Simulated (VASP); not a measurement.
# ZnS (F-43m) in VASP: settings compared

Aim: see how the results for ZnS move with the level of theory and the settings. Levels: LDA, PBEsol. Tasks: dielectric tensor, elastic constants, vibrations by perturbation theory.

All numbers are computed with VASP 6.6.1; they aren't measurements. Logs are shortened: lines on timing, memory, paths and dates and some standing lists are left out, and cuts for length are marked.

### 1 The cell of the first run

It takes space group F-43m (No. 216, cubic). The conventional cell has a = 5.404 Å, b = 5.404 Å, c = 5.404 Å, α = 90.00°, β = 90.00°, γ = 90.00°. Within 3.1 Å of Zn (site symmetry -43m) lie 4 S at 2.34 Å. S (site symmetry -43m) has 4 Zn at 2.34 Å within 3.1 Å.

### 2 Dielectric tensor, LDA

Contents of INCAR:

```
SYSTEM = ZnS
  PREC = Accurate
  ENCUT = 520
  EDIFF = 1E-8
  ISMEAR = 0
  SIGMA = 0.01
  LREAL = .FALSE.
  LASPH = .TRUE.
  NELM = 60
  ALGO = Normal
  ISIF = 2
  LWAVE = .FALSE.
  LCHARG = .FALSE.
  GGA = CA
  LEPSILON = .TRUE.
```

Contents of KPOINTS:

```
Automatic mesh
0
G
  9 9 9
  0 0 0
```

Contents of POSCAR:

```
ZnS
1.0
    0.0000000000      2.7020000000      2.7020000000
    2.7020000000      0.0000000000      2.7020000000
    2.7020000000      2.7020000000      0.0000000000
Zn S
1 1
Direct
    0.7500000000      0.7500000000      0.7500000000
    0.0000000000      0.0000000000      0.0000000000
```

Potentials or basis: VASP PAW LDA potentials, release 64 (Zn, S).

Started as:

```console
$ cat potpaw_LDA.64/Zn/POTCAR potpaw_LDA.64/S/POTCAR > POTCAR
$ mpirun -np 1 vasp_std > vasp.out
```

OUTCAR:

```text
SYSTEM = ZnS
   PREC = Accurate
   ENCUT = 520
   EDIFF = 1E-8
   ISMEAR = 0
   LREAL = .FALSE.
   LASPH = .TRUE.
   NELM = 60
   ISIF = 2
   GGA = CA
   LEPSILON = .TRUE.

 ion  position               nearest neighbor table
   1  0.750  0.750  0.750-   2 2.34   2 2.34   2 2.34   2 2.34
   2  0.000  0.000  0.000-   1 2.34   1 2.34   1 2.34   1 2.34

  LATTYP: Found a face centered cubic cell.
 ALAT       =     5.4040000000

  Lattice vectors:

 A1 = (   0.0000000000,   2.7020000000,   2.7020000000)
 A2 = (   2.7020000000,   0.0000000000,   2.7020000000)
 A3 = (   2.7020000000,   2.7020000000,   0.0000000000)

Analysis of symmetry for initial positions (statically):
=====================================================================
 Subroutine PRICEL returns:
 Original cell was already a primitive cell.

 Routine SETGRP: Setting up the symmetry group for a
 face centered cubic supercell.

 Subroutine GETGRP returns: Found 24 space group operations
 (whereof 24 operations were pure point group operations)
 out of a pool of 48 trial point group operations.

The static configuration has the point symmetry T_d .

Analysis of symmetry for dynamics (positions and initial velocities):
=====================================================================
 Subroutine PRICEL returns:
 Original cell was already a primitive cell.

 Routine SETGRP: Setting up the symmetry group for a
 face centered cubic supercell.

 Subroutine GETGRP returns: Found 24 space group operations
 (whereof 24 operations were pure point group operations)
 out of a pool of 48 trial point group operations.

The dynamic configuration has the point symmetry T_d .

 Subroutine INISYM returns: Found 24 space group operations
 (whereof 24 operations are pure point group operations),
 and found     1 'primitive' translations

----------------------------------------------------------------------------------------

                                     Primitive cell

  volume of cell :      39.4535

  direct lattice vectors                    reciprocal lattice vectors
     0.000000000  2.702000000  2.702000000    -0.185048113  0.185048113  0.185048113
     2.702000000  0.000000000  2.702000000     0.185048113 -0.185048113  0.185048113
     2.702000000  2.702000000  0.000000000     0.185048113  0.185048113 -0.185048113

  length of vectors
     3.821205046  3.821205046  3.821205046     0.320512733  0.320512733  0.320512733

  position of ions in fractional coordinates (direct lattice)
     0.750000000  0.750000000  0.750000000
     0.000000000  0.000000000  0.000000000

  ion indices of the primitive-cell ions
   primitive index   ion index
                 1           1
                 2           2

----------------------------------------------------------------------------------------

 KPOINTS: Automatic mesh

Automatic generation of k-mesh.
 Grid dimensions read from file:
 generate k-points for:    9    9    9

 Generating k-lattice:

  Cartesian coordinates                     Fractional coordinates (reciprocal lattice)
    -0.020560901  0.020560901  0.020560901     0.111111111  0.000000000  0.000000000
     0.020560901 -0.020560901  0.020560901     0.000000000  0.111111111  0.000000000
     0.020560901  0.020560901 -0.020560901     0.000000000  0.000000000  0.111111111

  Length of vectors
[... 80 lines left out ...]
   GGA     = CA    functional components
   LHFCALC =     F    Hartree Fock is set to
   AEXX    =    0.0000 exact exchange contribution
   IVDW    =     0    specifies the selected vdW correction
   LEPSILON=     T    determine dielectric tensor
   LRPA    =     F    only Hartree local field effects (RPA)
 non-spin polarized calculation
 Gauss-broadening in eV      SIGMA  =   0.01
  energy-cutoff  :      520.00
  volume of cell :       39.45
 maximum number of plane-waves:      1073
   NGX = 15   NGY = 15   NGZ = 15

--------------------------------------- Ionic step        1  -------------------------------------------

 number of electron      18.0000000 magnetization

 E-fermi :   1.9646     XC(G=0): -10.0391

 val. band max:        1.9249614626   @ k =   0.0000   0.0000   0.0000
 cond. band min:       3.8140296047   @ k =   0.0000   0.0000   0.0000
 fundamental gap:      1.8890681421
 Fermi energy:         1.9645573751

 k-point     1 :       0.0000    0.0000    0.0000
  band No.  band energies     occupation
      1     -11.1836      2.00000
      2      -4.5714      2.00000
      3      -4.5714      2.00000
      4      -4.5714      2.00000
      5      -4.0900      2.00000
      6      -4.0900      2.00000
      7       1.9250      2.00000
      8       1.9250      2.00000
      9       1.9250      2.00000
     10       3.8140      0.00000
     11       8.1788      0.00000
     12       8.1788      0.00000
     13       8.1788      0.00000
[... 354 lines left out ...]
  band No.  band energies     occupation
      1      -9.9579      2.00000
      2      -4.5935      2.00000
      3      -4.2505      2.00000
      4      -4.2505      2.00000
      5      -4.0176      2.00000
      6      -3.9272      2.00000
      7      -2.5744      2.00000
      8      -0.2661      2.00000
      9      -0.2661      2.00000
     10       5.1768      0.00000
     11       5.8847      0.00000
     12      12.3958      0.00000
     13      13.2952      0.00000

 [... further k-points ...]

  FORCE on cell =-STRESS in cart. coord.  units (eV):
  Direction    XX          YY          ZZ          XY          YZ          ZX
  --------------------------------------------------------------------------------------
  -------------------------------------------------------------------------------------
  Total       -1.0721359     -1.0721359     -1.0721359      0.0000000      0.0000000     -0.0000000
  in kB      -43.5385924    -43.5385924    -43.5385924      0.0000000      0.0000000     -0.0000000
  external PRESSURE =     -43.5385924 kB  Pullay stress =       0.0000000 kB

 VOLUME and BASIS-vectors are now :
 -----------------------------------------------------------------------------
  energy-cutoff  :      520.00
  volume of cell :       39.45
      direct lattice vectors                 reciprocal lattice vectors
     0.000000000  2.702000000  2.702000000    -0.185048113  0.185048113  0.185048113
     2.702000000  0.000000000  2.702000000     0.185048113 -0.185048113  0.185048113
     2.702000000  2.702000000  0.000000000     0.185048113  0.185048113 -0.185048113

 POSITION                                       TOTAL-FORCE (eV/Angst)
 -----------------------------------------------------------------------------------
      4.05300      4.05300      4.05300         0.000000      0.000000      0.000000
      0.00000      0.00000      0.00000        -0.000000     -0.000000     -0.000000
 -----------------------------------------------------------------------------------
    total drift:                                0.000000      0.000000      0.000000

  FREE ENERGIE OF THE ION-ELECTRON SYSTEM (eV)
  ---------------------------------------------------
  free  energy   TOTEN  =        -8.1769916102 eV

  energy  without entropy=       -8.1769916102  energy(sigma->0) =       -8.17699161

 HEAD OF MICROSCOPIC STATIC DIELECTRIC TENSOR (INDEPENDENT PARTICLE, excluding Hartree and local field effects)
 ------------------------------------------------------
           6.729894     0.000000     0.000000
           0.000000     6.729894     0.000000
          -0.000000    -0.000000     6.729894
 ------------------------------------------------------

 Free energy of the ion-electron system (eV)
  ---------------------------------------------------
  ---------------------------------------------------
  free energy    TOTEN  =        -0.60199660 eV

  energy without entropy =       -0.60199660

------------------------ aborting loop because EDIFF is reached ----------------------------------------

--------------------------------------- Ionic step        2  -------------------------------------------

------------------------ aborting loop because EDIFF is reached ----------------------------------------

--------------------------------------- Ionic step        3  -------------------------------------------

 Free energy of the ion-electron system (eV)
  ---------------------------------------------------
  ---------------------------------------------------
  free energy    TOTEN  =        -0.60199650 eV

  energy without entropy =       -0.60199650

------------------------ aborting loop because EDIFF is reached ----------------------------------------

 PIEZOELECTRIC TENSOR FIELD DIRECTION 3  (e Angst)
 -----------------------------------------------------------------------------
    -0.00081 -1.67081  0.00000           ( -0.00000  0.01967  0.00000)
    -1.67081 -0.00081  0.00000           (  0.01967 -0.00000  0.00000)
     0.00000  0.00000 -0.00004           (  0.00000  0.00000 -0.00000)

 PIEZOELECTRIC TENSOR FIELD DIRECTION 3  (C/m^2)
 -----------------------------------------------------------------------------
    -0.00033 -0.67850  0.00000
    -0.67850 -0.00033  0.00000
     0.00000  0.00000 -0.00002

 MACROSCOPIC STATIC DIELECTRIC TENSOR (including local field effects in DFT)
 ------------------------------------------------------
           6.238841     0.000000     0.000000
           0.000000     6.238841     0.000000
          -0.000000    -0.000000     6.238841
 ------------------------------------------------------

 PIEZOELECTRIC TENSOR (including local field effects)  for field in x, y, z        (e  Angst)
          XX          YY          ZZ          XY          YZ          ZX
  --------------------------------------------------------------------------------
  x    -0.00000    -0.00000    -0.00000     0.00000    -1.68606     0.00000
  y     0.00000    -0.00000    -0.00000     0.00000     0.00000    -1.68606
  z    -0.00000    -0.00000    -0.00000    -1.68606     0.00000     0.00000

 PIEZOELECTRIC TENSOR (including local field effects)  for field in x, y, z        (C/m^2)
          XX          YY          ZZ          XY          YZ          ZX
  --------------------------------------------------------------------------------
  x    -0.00000    -0.00000    -0.00000     0.00000    -0.68470     0.00000
  y     0.00000    -0.00000    -0.00000     0.00000     0.00000    -0.68470
  z    -0.00000    -0.00000    -0.00000    -0.68470     0.00000     0.00000

 BORN EFFECTIVE CHARGES (including local field effects) (in |e|, cummulative output)
 ---------------------------------------------------------------------------------
 ion    1
    1     1.99703     0.00000     0.00000
    2     0.00000     1.99703     0.00000
    3     0.00000     0.00000     1.99703
 ion    2
    1    -1.99703     0.00000     0.00000
    2     0.00000    -1.99703     0.00000
    3     0.00000     0.00000    -1.99703
```

Run time: 2.1 min. Hardware: 1 thread of Intel Xeon 6975P-C (Granite Rapids), shared host; peak memory 0.28 GiB.

What came out:

```yaml
Band_gap_on_the_k_mesh: 1.89 eV, direct
Electronic_dielectric_tensor_diagonal: 6.24
Born_charges_mean_of_the_diagonal: Zn +2.00; S -2.00 e
```

Electronic dielectric tensor:
```
6.24 0.00 0.00
0.00 6.24 0.00
0.00 0.00 6.24
```

Born effective charge tensors (e):
atom 1, Zn
```
2.00 0.00 0.00
0.00 2.00 0.00
0.00 0.00 2.00
```
atom 2, S
```
-2.00  0.00  0.00
 0.00 -2.00  0.00
 0.00  0.00 -2.00
```

### 3 Elastic constants, PBEsol

Contents of INCAR:

```
SYSTEM = ZnS
ALGO = Normal
EDIFF = 1E-8
ENCUT = 600
GGA = PS
IBRION = 6
ISIF = 3
ISMEAR = -1
LASPH = .True.
LCHARG = .True.
LREAL = .False.
LWAVE = .False.
NELM = 60
NFREE = 2
NSW = 1
POTIM = 0.015
PREC = Accurate
SIGMA = 0.05
```

Contents of KPOINTS:

```
k-points
0
Gamma
  7 7 7
  0 0 0
```

POSCAR is that of step 2.

Potentials or basis: VASP PAW PBE potentials, release 64 (Zn, S).

Started as:

```console
$ cat potpaw_PBE.64/Zn/POTCAR potpaw_PBE.64/S/POTCAR > POTCAR
$ mpirun -np 1 vasp_std > vasp.out
```

It took 3.1 min on 1 thread of Intel Xeon 6975P-C (Granite Rapids), shared host; peak memory 0.27 GiB.

It converged, with:

| Quantity | Value |
| --- | --- |
| Elastic constants C11, C12, C44 | 101, 58, 48 GPa |
| Voigt bulk modulus | 73 GPa |
| Highest phonon frequency at Γ, LO-TO splitting left out | 267 cm⁻¹ |

Phonon frequencies in cm⁻¹ (negative: imaginary):
```csv
q point,frequencies
"(0.000, 0.000, 0.000)",0 0 0 267 267 267
```

Elastic tensor in Voigt notation (GPa, in the Cartesian axes of the cell as first typed):
```
101  58  58   0   0   0
 58 101  58   0   0   0
 58  58 101   0   0   0
  0   0   0  48   0   0
  0   0   0   0  48   0
  0   0   0   0   0  48
```

Clamped-ion elastic tensor (GPa):
```
101  58  58   0   0   0
 58 101  58   0   0   0
 58  58 101   0   0   0
  0   0   0  67   0   0
  0   0   0   0  67   0
  0   0   0   0   0  67
```

Caveat: the cell is under stress, which shifts elastic constants; the PAW data sets were made with another functional, which shifts forces and pressure a little.

(Part 1 of 2 ends here.)
